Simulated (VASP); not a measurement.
HfO2:

```
Hf O
1.0
     0.00000    2.55750    2.55750
     2.55750    0.00000    2.55750
     2.55750    2.55750    0.00000
Hf O
1 2
Direct
  0.00000 0.00000 0.00000
  0.25000 0.25000 0.25000
  0.75000 0.75000 0.75000
```

- Program: VASP 6.6.1
- Task: relaxation of cell and atoms
- Functional: PBE
- Dispersion: D3(BJ)
- Potentials or basis: VASP PAW PBE potentials, release 64 (Hf_pv, O)
- Cutoff: 600 eV
- k mesh: 7 × 7 × 7
- Occupations: gaussian, width 0.01 eV
- Spin: no spin polarisation

At the start: pressure -9.8 GPa; volume 11.15 Å³/atom.

Problem. Where does the relaxation end?

Solution. Over 4 steps the energy falls by 14.1 meV/atom and the volume is 10.70 Å³/atom (-4.0 %); space group Fm-3m (No. 225, to 0.1 Å) before and after.

The path:
```csv
step,energy change (eV),largest force (eV/Å),pressure (GPa),volume (Å³)
1,0.0000,0.0000,-9.76,33.46
2,0.0528,0.0000,17.47,30.27
3,-0.0424,0.0000,-0.15,32.13
4,-0.0424,0.0000,0.06,32.11
```

Final structure:
```xyz
3
Lattice="0.0000 2.5227 2.5227 2.5227 0.0000 2.5227 2.5227 2.5227 0.0000" Properties=species:S:1:pos:R:3 pbc="T T T"
Hf    2.5227    0.0000    2.5227
O     1.2613    1.2613    1.2613
O     3.7840    3.7840    3.7840
```
